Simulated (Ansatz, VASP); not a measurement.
ScB2N3 in VASP and in Ansatz

```xyz
6
Lattice="2.4479 1.4133 3.7014 -2.4479 1.4133 3.7014 0.0000 -2.8266 3.7014" Properties=species:S:1:pos:R:3 pbc="T T T"
Sc    0.0000    0.0000    5.5521
B     0.0000    0.0000    7.7162
B     0.0000    0.0000    3.3880
N     0.0000    1.4133    3.7014
N    -1.2240   -0.7067    3.7014
N     1.2240   -0.7067    3.7014
```

Alike in both runs: task single point; functional PBE; k mesh 6 × 6 × 6; occupations gaussian, width 0.1 eV; collinear spin.

```csv
,VASP,Ansatz
version,VASP 6.6.1,Ansatz 0.2.0
potentials or method,"VASP PAW PBE potentials, release 64 (Sc_sv, B, N), cutoff 520 eV","scalar-relativistic, plane waves, PAW"
valence electrons in the cell,32,32
```

|  | VASP | Ansatz | Ansatz less VASP |
| --- | --- | --- | --- |
| gap on the k mesh at the Fermi level (eV) | none | none | - |
| pressure (GPa) | 0.4 | 0.1 | -0.27 |
| traceless stress, the component that is largest in VASP (GPa) | 0.30 | 0.01 | -0.291 |
| rms of the force components (eV/Å) | 0.012 | 0.004 | -0.0088 |
| net moment per atom (μB) | 0.06 | 0.06 | 0.000 |
| size of the moment on the site where the two differ most (μB) | 0.09 | 0.07 | -0.022 |

Site moments also hang on the region over which each program counts them. Atom by atom the forces differ by 0.009 eV/Å (rms over components). A gap of «none» marks a metal or a gap that the smearing closes.
